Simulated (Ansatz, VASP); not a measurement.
**One calculation of TaN, two programs**

File INCAR:

```
PREC = Accurate
ENCUT = 600
EDIFF = 1E-6
ISMEAR = -1
SIGMA = 0.15
LREAL = F
LASPH = T
NELM = 120
ALGO = Normal
ISIF = 2
LWAVE = F
LCHARG = T
GGA = RP
LELF = T
LVHAR = T
NBANDS = 33
GGA_COMPAT = F
```

Contents of KPOINTS:

```
regular mesh
0
Gamma
  5 5 7
```

POSCAR

```
TaN
1.0
    5.1910000000      0.0000000000      0.0000000000
   -2.5955000000      4.4955380000      0.0000000000
    0.0000000000      0.0000000000      2.9080000000
Ta N
3 3
Direct
    0.0000000000      0.0000000000      0.0000000000
    0.3333333333      0.6666666667      0.5000000000
    0.6666666667      0.3333333333      0.5000000000
    0.5000000000      0.0000000000      0.0000000000
    0.5000000000      0.5000000000      0.0000000000
    0.0000000000      0.5000000000      0.0000000000
```

Input for Ansatz:

```yaml
crystal:
  lattice:
    - [5.191, 0.0, 0.0]
    - [-2.5955, 4.495538, 0.0]
    - [0.0, 0.0, 2.908]
  atoms:
    - { symbol: Ta, position: [0.0, 0.0, 0.0] }
    - { symbol: Ta, position: [0.3333333333333333, 0.6666666666666666, 0.5] }
    - { symbol: Ta, position: [0.6666666666666666, 0.3333333333333333, 0.5] }
    - { symbol: "N", position: [0.5, 0.0, 0.0] }
    - { symbol: "N", position: [0.5, 0.5, 0.0] }
    - { symbol: "N", position: [0.0, 0.5, 0.0] }
basis:
  ecutwfc: 510.0
kpoints:
  mp_grid:
    grid: [5, 5, 7]
hamiltonian:
  xc: rpbe
  pseudopotentials:
    kind: paw
scf:
  max_iter: 80
  occupations:
    method: fermi_dirac
    width: 0.15
output:
  stress: true
```

Alike in both runs: task single point; functional RPBE; k mesh 5 × 5 × 7; occupations fermi-dirac, width 0.15 eV; no spin polarisation.

|  | VASP | Ansatz |
| --- | --- | --- |
| version | VASP 6.6.1 | Ansatz 0.2.0 |
| potentials or method | VASP PAW PBE potentials, release 64 (Ta_pv, N), cutoff 600 eV | plane waves, PAW |
| valence electrons in the cell | 48 | 54 |

|  | VASP | Ansatz | Ansatz less VASP |
| --- | --- | --- | --- |
| pressure (GPa) | 15.0 | 14.2 | -0.79 |
| traceless stress, the component that is largest in VASP (GPa) | -0.17 | -0.35 | -0.178 |

VASP's potentials were made for PBE, not for RPBE. VASP's potentials hold 48 valence electrons a cell and Ansatz's 54, so a difference there can come from the potentials and not from the codes.

Neither program's run includes spin-orbit coupling.
